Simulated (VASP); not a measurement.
Si5Cl, 6 atoms in the cell. The structure is hexagonal, space group P6/mmm (No. 191). Conventional cell: a = 5.256 Å, b = 5.256 Å, c = 4.235 Å, α = 90.00°, β = 90.00°, γ = 120.00°. Within 3.4 Å of Si (site symmetry -6m2) lie 9 Si at 2.61 to 3.03 Å and 3 Cl at 3.03 Å. Within 3.4 Å of Si (site symmetry mmm) lie 8 Si at 2.61 to 2.63 Å and 4 Cl at 3.38 Å. Within 4.0 Å of Cl (site symmetry 6/mmm) lie 18 Si at 3.03 to 3.38 Å. 

| Quantity | Value |
| --- | --- |
| Program | VASP 6.6.1 |
| Task | single point |
| Functional | PBE |
| Potentials or basis | VASP PAW PBE potentials, release 64 (Si, Cl) |
| Cutoff | 520 eV |
| k mesh | 12 × 12 × 10 |
| Occupations | gaussian, width 0.1 eV |
| Spin | no spin polarisation |
| Dipole correction | no |
| Further INCAR settings | ALGO = Normal; EDIFF = 1e-07; NBANDS = 22 |

Potentials or basis: VASP PAW PBE potentials, release 64 (Si, Cl).

Command:

```sh
$ cat potpaw_PBE.64/Si/POTCAR potpaw_PBE.64/Cl/POTCAR > POTCAR
$ mpirun -np 1 vasp_std > vasp.out
```

Hardware: 1 thread of AMD EPYC 7R43 64-Core Processor (Zen 3), on a shared host.

Question: Estimate the wall time of this run.

Answer: Wall time 3.7 min on 1 thread of AMD EPYC 7R43 64-Core Processor (Zen 3), with other jobs on the host, peak memory 0.3 GiB. Counts: scf iterations 14, k points 114.
